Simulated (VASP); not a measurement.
## Sc: single point with LDA

Crystal: Sc.

```xyz
2
Lattice="3.2269 0.0000 0.0000 -1.6135 2.7946 0.0000 0.0000 0.0000 5.0094" Properties=species:S:1:pos:R:3 pbc="T T T"
Sc    0.0000    1.8631    1.2524
Sc    1.6135    0.9315    3.7571
```

```
Program                : VASP 6.6.1
Task                   : single point
Functional             : LDA
Potentials or basis    : VASP PAW LDA potentials, release 64 (Sc_sv)
Cutoff                 : 500 eV
k mesh                 : 11 × 11 × 6
Occupations            : methfessel-paxton, width 0.3 eV
Spin                   : no spin polarisation
Dipole correction      : no
Further INCAR settings : ALGO = Normal; EDIFF = 1e-06; NBANDS = 18
```

```
Pressure               : -0.1 GPa
Band gap on the k mesh : zero (band 11 reaches 5.00 eV, above the bottom of band 12 at 3.41 eV)
```

Stress tensor (GPa, compression positive):
```
 0.05  0.00  0.00
 0.00  0.05  0.00
 0.00  0.00 -0.34
```

Levels at points of the mesh, in eV from the Fermi level:
| k point | band 8 | band 9 | band 10 | band 11 | band 12 | band 13 | band 14 | band 15 |
| --- | --- | --- | --- | --- | --- | --- | --- | --- |
| (0.00, 0.00, 0.00) | -27.25 | -5.22 | -1.76 | 0.96 | 1.64 | 1.64 | 1.96 | 2.15 |
| (0.00, 0.00, 0.50) | -27.34 | -3.56 | -3.56 | 1.02 | 1.02 | 1.54 | 1.54 | 1.54 |

It took 12 s on 1 thread of Intel(R) Xeon(R) 6975P-C (Granite Rapids) (shared host), peak memory 0.16 GiB.
